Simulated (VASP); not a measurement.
A run of VASP 6.6.1:

INCAR

```
  PREC = Accurate
  ENCUT = 520
  EDIFF = 1E-7
  ISMEAR = -1
  SIGMA = 0.04
  LREAL = F
  LASPH = T
  NELM = 80
  ALGO = Normal
  ISIF = 2
  LWAVE = F
  LCHARG = F
  GGA = PE
  NBANDS = 33
```

Contents of KPOINTS:

```
regular mesh
0
Gamma
  5 5 4
```

Contents of POSCAR:

```
TiO2
1.0
    2.7060340000     -2.7066550000      0.0000000000
    2.7060340000      2.7066550000      0.0000000000
   -2.6335310000      0.0000000000      4.7966370000
Ti O
2 4
Direct
    0.8658900000      0.1341100000      0.7500000000
    0.1341100000      0.8658900000      0.2500000000
    0.0887550000      0.3312210000      0.1671490000
    0.9112450000      0.6687790000      0.8328510000
    0.6687790000      0.9112450000      0.3328510000
    0.3312210000      0.0887550000      0.6671490000
```

Potentials or basis: VASP PAW PBE potentials, release 64 (Ti_sv, O).

Launch:

```console
$ cat potpaw_PBE.64/Ti_sv/POTCAR potpaw_PBE.64/O/POTCAR > POTCAR
$ mpirun -np 1 vasp_std > vasp.out
```

Hardware: 1 thread of Intel Xeon 8259CL, on a shared host.

**Question.** Estimate the wall time of this run.

**Answer.** It took 120 s on 1 thread of Intel Xeon 8259CL, on a shared host, peak memory 0.21 GiB. Counts: scf iterations 17, k points 33.
